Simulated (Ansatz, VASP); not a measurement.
## BaTiO3 in VASP and in Ansatz

File POSCAR:

```
BaTiO3
1.0
    3.8925998650      0.0000000000      0.0000000000
    0.0000000000      3.8925998650      0.0000000000
    0.0000000000      0.0000000000      4.0307262038
Ba Ti O
1 1 3
Direct
    0.5000000000      0.5000000000      0.5802032617
    0.0000000000      0.0000000000      0.0957206811
    0.0000000000      0.5000000000      0.0642725252
    0.5000000000      0.0000000000      0.0642725252
    0.0000000000      0.0000000000      0.5555279967
```

INCAR.step1

```
PREC = Accurate
ENCUT = 520
ISMEAR = 0
SIGMA = 0.01
LREAL = F
LASPH = T
NELM = 60
NBANDS = 28
GGA = PE
ALGO = Normal
EDIFF = 1E-4
LWAVE = T
LCHARG = F
```

File INCAR.step2:

```
PREC = Accurate
ENCUT = 520
EDIFF = 1E-7
ISMEAR = 0
SIGMA = 0.01
LREAL = F
LASPH = T
NELM = 60
ALGO = Normal
ISIF = 2
LWAVE = F
LCHARG = F
METAGGA = R2SCAN
LMIXTAU = T
NBANDS = 28
ISTART = 1
```

File KPOINTS:

```
Automatic mesh
0
Gamma
  6 6 6
```

Input for Ansatz:

```yaml
crystal:
  lattice:
    - [3.892599865, 0.0, 0.0]
    - [0.0, 3.892599865, 0.0]
    - [0.0, 0.0, 4.0307262038]
  atoms:
    - { symbol: Ba, position: [0.5, 0.5, 0.5802032617] }
    - { symbol: Ti, position: [0.0, 0.0, 0.0957206811] }
    - { symbol: O, position: [0.0, 0.5, 0.0642725252] }
    - { symbol: O, position: [0.5, 0.0, 0.0642725252] }
    - { symbol: O, position: [0.0, 0.0, 0.5555279967] }
kpoints:
  mp_grid: { grid: [6, 6, 6] }
  band_path:
    path:
      - [0.0, 0.0, 0.0]
      - [0.0, 0.5, 0.0]
      - [0.5, 0.5, 0.0]
      - [0.0, 0.0, 0.5]
      - [0.0, 0.5, 0.5]
      - [0.5, 0.5, 0.5]
    npoints: 1
hamiltonian:
  xc: r2scan
scf:
  occupations: { method: fixed }
  n_extra_bands: 5
output:
  forces: true
  stress: true
  eigenvalues: true
  write_density: true
  write_potential: true
  elf: true
  volumetric_format: npy
```

Change from the starting cell: hydrostatic strain -2.0%.

Alike in both runs: task single point; functional r2SCAN; k mesh 6 × 6 × 6; no spin polarisation.

```csv
,VASP,Ansatz
version,VASP 6.6.1,Ansatz 0.2.0
potentials or method,"VASP PAW PBE potentials, release 64 (Ba_sv, Ti_sv, O)","plane waves, PAW"
plane-wave cutoff (eV),520,500
occupations,"gaussian, width 0.01 eV",fixed
valence electrons in the cell,40,40
```

```csv
,VASP,Ansatz,Ansatz less VASP
gap on the k mesh at the Fermi level (eV),2.30,2.32,+0.024
pressure (GPa),12.7,10.3,-2.38
"traceless stress, the component that is largest in VASP (GPa)",-3.01,-2.98,+0.039
rms of the force components (eV/Å),0.044,0.000,-0.0435
```

VASP's potentials were made for PBE, not for r2SCAN. Atom by atom the forces differ by 0.044 eV/Å (rms over components).

Neither program's run includes spin-orbit coupling.
